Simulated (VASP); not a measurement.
# Os (Fd-3m) in VASP: a series of runs

Runs on Os. Level: PBE. Tasks: single point, relaxation of cell and atoms.

Everything below comes from runs of VASP 6.6.1. Logs are shortened: lines on timing, memory, paths and dates and some standing lists are left out, and cuts for length are marked.

## (1) The cell of the first run

It takes space group Fd-3m (No. 227, cubic). The conventional cell has a = 5.556 Å, b = 5.556 Å, c = 5.556 Å, α = 90.00°, β = 90.00°, γ = 90.00°. Os (site symmetry -43m) has 4 Os at 2.41 Å within 3.2 Å.

This isn't the form of Os at room conditions, which is hcp.

## (2) Single point, PBE

Contents of INCAR:

```
PREC = Accurate
ENCUT = 520
EDIFF = 1E-6
ISMEAR = 0
SIGMA = 0.1
LREAL = False
LASPH = True
NELM = 60
ALGO = Normal
ISIF = 2
LWAVE = False
LCHARG = False
GGA = PE
NBANDS = 15
```

Contents of KPOINTS:

```
regular mesh
0
Gamma
  18 18 18
```

Contents of POSCAR:

```
Os
1.0
    0.0000000000      2.7778229466      2.7778229466
    2.7778229466      0.0000000000      2.7778229466
    2.7778229466      2.7778229466      0.0000000000
Os
2
Direct
    0.0000000000      0.0000000000      0.0000000000
    0.2500000000      0.2500000000      0.2500000000
```

Potentials or basis: VASP PAW PBE potentials, release 64 (Os).

Started as:

```sh
$ cat potpaw_PBE.64/Os/POTCAR > POTCAR
$ mpirun -np 1 vasp_std > vasp.out
```

OUTCAR:

```text
PREC = Accurate
   ENCUT = 520
   EDIFF = 1E-6
   ISMEAR = 0
   LREAL = False
   LASPH = True
   NELM = 60
   ISIF = 2
   GGA = PE

 ion  position               nearest neighbor table
   1  0.000  0.000  0.000-   2 2.41   2 2.41   2 2.41   2 2.41
   2  0.250  0.250  0.250-   1 2.41   1 2.41   1 2.41   1 2.41

  LATTYP: Found a face centered cubic cell.
 ALAT       =     5.5556458932

  Lattice vectors:

 A1 = (   0.0000000000,   2.7778229466,   2.7778229466)
 A2 = (   2.7778229466,   0.0000000000,   2.7778229466)
 A3 = (   2.7778229466,   2.7778229466,   0.0000000000)

Analysis of symmetry for initial positions (statically):
=====================================================================
 Subroutine PRICEL returns:
 Original cell was already a primitive cell.

 Routine SETGRP: Setting up the symmetry group for a
 face centered cubic supercell.

 Subroutine GETGRP returns: Found 48 space group operations
 (whereof 24 operations were pure point group operations)
 out of a pool of 48 trial point group operations.

The static configuration has the point symmetry T_d .
 The point group associated with its full space group is O_h .

Analysis of symmetry for dynamics (positions and initial velocities):
=====================================================================
 Subroutine PRICEL returns:
 Original cell was already a primitive cell.

 Routine SETGRP: Setting up the symmetry group for a
 face centered cubic supercell.

 Subroutine GETGRP returns: Found 48 space group operations
 (whereof 24 operations were pure point group operations)
 out of a pool of 48 trial point group operations.

The dynamic configuration has the point symmetry T_d .
 The point group associated with its full space group is O_h .

 Subroutine INISYM returns: Found 48 space group operations
 (whereof 24 operations are pure point group operations),
 and found     1 'primitive' translations

----------------------------------------------------------------------------------------

                                     Primitive cell

  volume of cell :      42.8690

  direct lattice vectors                    reciprocal lattice vectors
     0.000000000  2.777822947  2.777822947    -0.179997073  0.179997073  0.179997073
     2.777822947  0.000000000  2.777822947     0.179997073 -0.179997073  0.179997073
     2.777822947  2.777822947  0.000000000     0.179997073  0.179997073 -0.179997073

  length of vectors
     3.928434885  3.928434885  3.928434885     0.311764076  0.311764076  0.311764076

  position of ions in fractional coordinates (direct lattice)
     0.000000000  0.000000000  0.000000000
     0.250000000  0.250000000  0.250000000

  ion indices of the primitive-cell ions
   primitive index   ion index
                 1           1
                 2           2

----------------------------------------------------------------------------------------

 KPOINTS: regular mesh

Automatic generation of k-mesh.
 Grid dimensions read from file:
 generate k-points for:   18   18   18

 Generating k-lattice:

  Cartesian coordinates                     Fractional coordinates (reciprocal lattice)
    -0.009999837  0.009999837  0.009999837     0.055555556  0.000000000  0.000000000
     0.009999837 -0.009999837  0.009999837     0.000000000  0.055555556  0.000000000
     0.009999837  0.009999837 -0.009999837     0.000000000  0.000000000  0.055555556

  Length of vectors
     0.017320226  0.017320226  0.017320226

  Shift w.r.t. Gamma in fractional coordinates (k-lattice)
     0.000000000  0.000000000  0.000000000

 Subroutine IBZKPT returns following result:
 ===========================================

 Found    195 irreducible k-points:

 Following reciprocal coordinates:
            Coordinates               Weight
  0.000000  0.000000  0.000000      1.000000
  0.055556  0.000000  0.000000      8.000000
  0.111111  0.000000  0.000000      8.000000
  0.166667  0.000000  0.000000      8.000000
  0.222222  0.000000  0.000000      8.000000
  0.277778  0.000000  0.000000      8.000000
[... 16 lines left out ...]
 -0.277778  0.055556  0.000000     24.000000
 -0.222222  0.055556  0.000000     24.000000
 [... further k-points ...]
   k-points           NKPTS =    195   k-points in BZ     NKDIM =    195   number of bands    NBANDS=     15
   number of dos      NEDOS =    301   number of ions     NIONS =      2
   total plane-waves  NPLWV =  27000
   dimension x,y,z NGX =    30 NGY =   30 NGZ =   30
   dimension x,y,z NGXF=    60 NGYF=   60 NGZF=   60
   ions per type =               2
   NGX,Y,Z   is equivalent  to a cutoff of  12.70, 12.70, 12.70 a.u.
   NGXF,Y,Z  is equivalent  to a cutoff of  25.39, 25.39, 25.39 a.u.
 SYSTEM =  unknown system
   PREC   = accura    normal or accurate (medium, high low for compatibility)
   ISTART =      0    job   : 0-new  1-cont  2-samecut
   ICHARG =      2    charge: 1-file 2-atom 10-const
   ISPIN  =      1    spin polarized calculation?
   LNONCOLLINEAR =      F non collinear calculations
   LSORBIT =      F    spin-orbit coupling
   LASPH  =      T    aspherical Exc in radial PAW
   ENCUT  =  520.0 eV  38.22 Ry    6.18 a.u.   7.30  7.30  7.30*2*pi/ulx,y,z
   NELM   =     60;   NELMIN=  2; NELMDL= -5     # of ELM steps
   EDIFF  = 0.1E-05   stopping-criterion for ELM
   LREAL  =      F    real-space projection
   EDIFFG = 0.1E-04   stopping-criterion for IOM
   NSW    =      0    number of steps for IOM
   IBRION =     -1    ionic relax: 0-MD 1-quasi-New 2-CG
   NFREE  =      0    steps in history (QN), initial steepest desc. (CG)
   ISIF   =      2    stress and relaxation
   ISYM   =      2    0-nonsym 1-usesym 2-fastsym
   POTIM  = 0.5000    time-step for ionic-motion
   TEBEG  =    0.0;   TEEND  =   0.0 temperature during run
   PSTRESS=    0.0 pullay stress
   NELECT =      16.0000    total number of electrons
   NUPDOWN=      -1.0000    fix difference up-down
   EMIN   =  10.00;   EMAX   =-10.00  energy-range for DOS
   EFERMI =   0.00;   METHOD = LEGACY
   ISMEAR =     0;   SIGMA  =   0.10  broadening in eV -4-tet -1-fermi 0-gaus
   EFERMI_NEDOS =   21; number of points for ismear=-14 and -15
   IALGO  =     38    algorithm
   IMIX   =      4    mixing-type and parameters
     AMIX     =   0.40;   BMIX     =  1.00
     AMIX_MAG =   1.60;   BMIX_MAG =  1.00
  volume/ion in A,a.u.               =      21.43       144.65
  Fermi-wavevector in a.u.,A,eV,Ry     =   1.178692  2.227405 18.902770  1.389314
  Thomas-Fermi vector in A             =   2.315016
   LORBIT       =      0    0 simple, 1 ext, 2 COOP (PROOUT), +10 PAW based schemes
   GGA     = PE    functional components
   LHFCALC =     F    Hartree Fock is set to
   AEXX    =    0.0000 exact exchange contribution
   IVDW    =     0    specifies the selected vdW correction
   LEPSILON=     F    determine dielectric tensor
   LRPA    =     F    only Hartree local field effects (RPA)
 non-spin polarized calculation
 Gauss-broadening in eV      SIGMA  =   0.10
  energy-cutoff  :      520.00
  volume of cell :       42.87
 maximum number of plane-waves:      1185
 NGX is ok and might be reduce to    30
   NGX = 15   NGY = 15   NGZ = 15

 number of electron      16.0000001 magnetization

 Free energy of the ion-electron system (eV)
  ---------------------------------------------------
  ext. energy  EPLUGINS =         0.00000000
  ---------------------------------------------------
  free energy    TOTEN  =       -20.00632375 eV

  energy without entropy =      -19.99829348  energy(sigma->0) =      -20.00230861

 E-fermi :   4.3717     XC(G=0): -11.2229

 val. band max:        4.3420049369   @ k =   0.3333   0.0556   0.0000
 cond. band min:       4.3746758346   @ k =   0.3333   0.1111   0.0556
 fundamental gap:      0.0326708977
 Fermi energy:         4.3717152195

 k-point     1 :       0.0000    0.0000    0.0000
  band No.  band energies     occupation
      1      -3.1681      2.00000
      2       0.2270      2.00000
      3       0.2270      2.00000
      4       0.8344      2.00000
      5       0.8344      2.00000
      6       0.8344      2.00000
      7       3.8336      2.00000
      8       3.8336      2.00000
      9       3.8336      2.00000
     10       6.9002      0.00000
     11       6.9002      0.00000
     12      15.6407      0.00000
     13      15.6965      0.00000
     14      17.1971      0.00000
     15      17.1971      0.00000

 k-point     2 :       0.0556    0.0000    0.0000
  band No.  band energies     occupation
      1      -3.1115      2.00000
      2       0.1868      2.00000
      3       0.1868      2.00000
      4       0.8265      2.00000
      5       0.8981      2.00000
      6       0.8981      2.00000
      7       3.7696      2.00000
      8       3.8238      2.00000
      9       3.8238      2.00000
     10       6.8954      0.00000
     11       6.8954      0.00000
     12      15.3907      0.00000
     13      15.7291      0.00000
     14      17.1800      0.00000
     15      17.1801      0.00000

 k-point     3 :       0.1111    0.0000    0.0000
  band No.  band energies     occupation
      1      -2.9444      2.00000
      2       0.1097      2.00000
      3       0.1097      2.00000
      4       0.8049      2.00000
      5       1.0381      2.00000
      6       1.0381      2.00000
      7       3.5923      2.00000
      8       3.8040      2.00000
      9       3.8040      2.00000
     10       6.8791      0.00000
     11       6.8791      0.00000
     12      14.7492      0.00000
     13      15.5287      0.00000
     14      17.0078      0.00000
     15      17.0221      0.00000
[... 343 lines left out ...]
 k-point    23 :      -0.2778    0.0556    0.0000
  band No.  band energies     occupation
      1      -1.7317      2.00000
      2      -0.0802      2.00000
      3       0.2232      2.00000
      4       0.6427      2.00000
      5       1.0728      2.00000
      6       1.4371      2.00000
      7       2.7984      2.00000
      8       3.8206      2.00000
      9       4.2928      1.73535
     10       6.3812      0.00000
     11       6.8757      0.00000
     12      10.2784      0.00000
     13      14.1760      0.00000
     14      14.6791      0.00000
     15      15.4539      0.00000

 k-point    24 :      -0.2222    0.0556    0.0000
  band No.  band energies     occupation
      1      -2.1466      2.00000
      2      -0.1146      2.00000
      3       0.1759      2.00000
      4       0.7077      2.00000
      5       1.1187      2.00000
      6       1.4571      2.00000
      7       2.9635      2.00000
      8       3.6936      2.00000
      9       4.1120      1.99976
     10       6.5165      0.00000
     11       6.9545      0.00000
     12      11.6700      0.00000
     13      14.4829      0.00000
     14      15.0196      0.00000
     15      16.1627      0.00000

 [... further k-points ...]

------------------------ aborting loop because EDIFF is reached ----------------------------------------

  FORCE on cell =-STRESS in cart. coord.  units (eV):
  Direction    XX          YY          ZZ          XY          YZ          ZX
  --------------------------------------------------------------------------------------
  -------------------------------------------------------------------------------------
  Total       -0.3030225     -0.3030225     -0.3030225     -0.0000000      0.0000000      0.0000000
  in kB      -11.3250945    -11.3250945    -11.3250945     -0.0000000      0.0000000      0.0000000
  external PRESSURE =     -11.3250945 kB  Pullay stress =       0.0000000 kB

 VOLUME and BASIS-vectors are now :
 -----------------------------------------------------------------------------
  energy-cutoff  :      520.00
  volume of cell :       42.87
      direct lattice vectors                 reciprocal lattice vectors
     0.000000000  2.777822947  2.777822947    -0.179997073  0.179997073  0.179997073
     2.777822947  0.000000000  2.777822947     0.179997073 -0.179997073  0.179997073
     2.777822947  2.777822947  0.000000000     0.179997073  0.179997073 -0.179997073

 POSITION                                       TOTAL-FORCE (eV/Angst)
 -----------------------------------------------------------------------------------
      0.00000      0.00000      0.00000        -0.000000     -0.000000     -0.000000
      1.38891      1.38891      1.38891         0.000000      0.000000      0.000000
 -----------------------------------------------------------------------------------
    total drift:                                0.000000     -0.000000      0.000000

  FREE ENERGIE OF THE ION-ELECTRON SYSTEM (eV)
  ---------------------------------------------------
  free  energy   TOTEN  =       -20.0063237453 eV

  energy  without entropy=      -19.9982934752  energy(sigma->0) =      -20.00230861
```

Wall time 3.1 min (1 thread of Intel Xeon 8259CL, shared host); peak memory 0.25 GiB.

What came out:

```
Free energy            : -20.0063 eV
Pressure               : -1.1 GPa
Band gap on the k mesh : zero (bands 8 and 9 overlap by 1.10 eV)
```

Levels at points of the mesh, in eV from the Fermi level:
```tsv
k point	band 6	band 7	band 8	band 9	band 10	band 11
(0.00, 0.00, 0.00)	-3.54	-0.54	-0.54	-0.54	2.53	2.53
(0.50, 0.00, 0.00)	-3.77	-1.48	0.38	0.38	1.83	1.83
(0.50, 0.50, 0.00)	-2.82	-1.26	-1.26	2.20	2.20	3.37
```

Caveat: spin-orbit coupling is left out, which moves the levels of the heavy elements.

## (3) Relaxation of cell and atoms, PBE

Contents of INCAR:

```
SYSTEM = Os
PREC = Accurate
ENCUT = 600
EDIFF = 1E-6
ISMEAR = 0
SIGMA = 0.1
LREAL = .False.
LASPH = .True.
NELM = 60
ALGO = Fast
ISIF = 3
LWAVE = .False.
LCHARG = .False.
GGA = PE
IBRION = 2
NSW = 100
EDIFFG = -0.01
```

Contents of KPOINTS:

```
Automatic mesh
0
Gamma
  18 18 18
  0 0 0
```

Contents of POSCAR:

```
Os
1.0
    0.0000000000      2.7773673487      2.7773673487
    2.7773673487      0.0000000000      2.7773673487
    2.7773673487      2.7773673487      0.0000000000
Os
2
Direct
    0.0000000000      0.0000000000      0.0000000000
    0.2500000000      0.2500000000      0.2500000000
```

Potentials or basis: VASP PAW PBE potentials, release 64 (Os).

Started as:

```sh
$ cat potpaw_PBE.64/Os/POTCAR > POTCAR
$ mpirun -np 1 vasp_std > vasp.out
```

Wall time 6.7 min (1 thread of Intel Xeon 8259CL, shared host); peak memory 0.27 GiB.

The run converged. Its results:

* Free energy: -20.0072 eV
* Relaxed volume: 21.32 Å³/atom
* Relaxed cell: a = 3.921 Å, b = 3.921 Å, c = 3.921 Å, α = 60.00°, β = 60.00°, γ = 60.00°
* Space group after relaxing (to 0.1 Å): Fd-3m (No. 227)
* Energy gained by relaxing: 0.3 meV/atom
* Ionic steps: 3
* Pressure after relaxing: 0.0 GPa
* Band gap on the k mesh: zero (bands 8 and 9 overlap by 1.11 eV)

The path:
```
step  energy change (eV)  largest force (eV/Å)  pressure (GPa)  volume (Å³)
   1              0.0000                0.0000           -0.96        42.85
   2              0.0047                0.0000            3.03        42.06
   3             -0.0006                0.0000            0.04        42.64
```

Final structure:
```xyz
2
Lattice="0.0000 2.7729 2.7729 2.7729 0.0000 2.7729 2.7729 2.7729 0.0000" Properties=species:S:1:pos:R:3 pbc="T T T"
Os    0.0000    0.0000    0.0000
Os    1.3865    1.3865    1.3865
```

Levels at points of the mesh, in eV from the Fermi level:
```
           k point  band 6  band 7  band 8  band 9  band 10  band 11
(0.00, 0.00, 0.00)   -3.56   -0.54   -0.54   -0.54     2.55     2.55
(0.50, 0.00, 0.00)   -3.79   -1.49    0.39    0.39     1.85     1.85
(0.50, 0.50, 0.00)   -2.83   -1.27   -1.27    2.22     2.22     3.39
```

Caveat: spin-orbit coupling is left out, which moves the levels of the heavy elements.

## (4) Single point, PBE

Contents of INCAR:

```
PREC     = Accurate       # precision mode
ENCUT    = 560            # plane-wave cutoff, eV
EDIFF    = 1E-6           # SCF threshold, eV
ISMEAR   = 0              # smearing method
SIGMA    = 0.1            # smearing width, eV
LREAL    = False          # projectors in reciprocal space
LASPH    = True           # aspherical terms in the spheres
NELM     = 120            # most SCF steps
ALGO     = Normal         # electronic algorithm
ISIF     = 2              # what is computed and relaxed
LWAVE    = False          # write WAVECAR
LCHARG   = False          # write CHGCAR
GGA      = PE             # functional
NBANDS   = 23             # bands
GGA_COMPAT= False
```

Contents of KPOINTS:

```
regular mesh
0
Gamma
  6 6 6
```

Contents of POSCAR:

```
Os
1.0
    0.0000000000      2.7773673487      2.7773673487
    2.7773673487      0.0000000000      2.7773673487
    2.7773673487      2.7773673487      0.0000000000
Os
2
Direct
    0.5000000000      0.5000000000      0.5000000000
    0.7500000000      0.7500000000      0.7500000000
```

Potentials or basis: VASP PAW PBE potentials, release 64 (Os_sv_GW).

Started as:

```sh
$ cat potpaw_PBE.64/Os_sv_GW/POTCAR > POTCAR
$ mpirun -np 1 vasp_std > vasp.out
```

It took 19 s on 1 thread of Intel Xeon Platinum 8259CL at 2.50GHz (Skylake/Cascade Lake), shared host; peak memory 0.17 GiB.

The run converged. Its results:

- Free energy: -22.1305 eV
- Pressure: -0.7 GPa
- Band gap on the k mesh: zero (bands 16 and 17 overlap by 1.02 eV)

Levels at points of the mesh, in eV from the Fermi level:
```csv
k point,band 12,band 13,band 14,band 15,band 16,band 17,band 18,band 19,band 20,band 21
"(0.00, 0.00, 0.00)",-3.55,-3.55,-3.55,-0.55,-0.55,-0.55,2.52,2.52,11.10,11.14
"(0.50, 0.00, 0.00)",-3.82,-3.79,-3.79,-1.50,0.36,0.36,1.81,1.81,2.83,9.71
"(0.50, 0.50, 0.00)",-3.75,-2.84,-2.84,-1.30,-1.30,2.18,2.18,3.35,3.35,4.21
```

Caveat: spin-orbit coupling is left out, which moves the levels of the heavy elements.

## (5) Overview

| task | potentials or basis | cell | k mesh | cutoff (eV) | gap on the mesh (eV) | pressure (GPa) |
| --- | --- | --- | --- | --- | --- | --- |
| single point | VASP PAW PBE potentials, release 64 (Os) | a = 3.928 Å, angles 60.0°, 2 atoms | 18 × 18 × 18 | 520 | none | -1.1 |
| relaxation of cell and atoms | VASP PAW PBE potentials, release 64 (Os) | relaxed from a = 3.928 Å, angles 60.0°, 2 atoms | 18 × 18 × 18 | 600 | none | 0.0 |
| single point | VASP PAW PBE potentials, release 64 (Os_sv_GW) | a = 3.928 Å, angles 60.0°, 2 atoms | 6 × 6 × 6 | 560 | none | -0.7 |

Alike in all rows: level PBE; no spin polarisation; smearing gaussian 0.1 eV.

Caveats: spin-orbit coupling is left out, which moves the levels of the heavy elements.

Total energies depend on the potentials used, so only differences within one code and one set of settings carry meaning.

The gap in the log of VASP goes by the Fermi energy; the results here count the filled bands.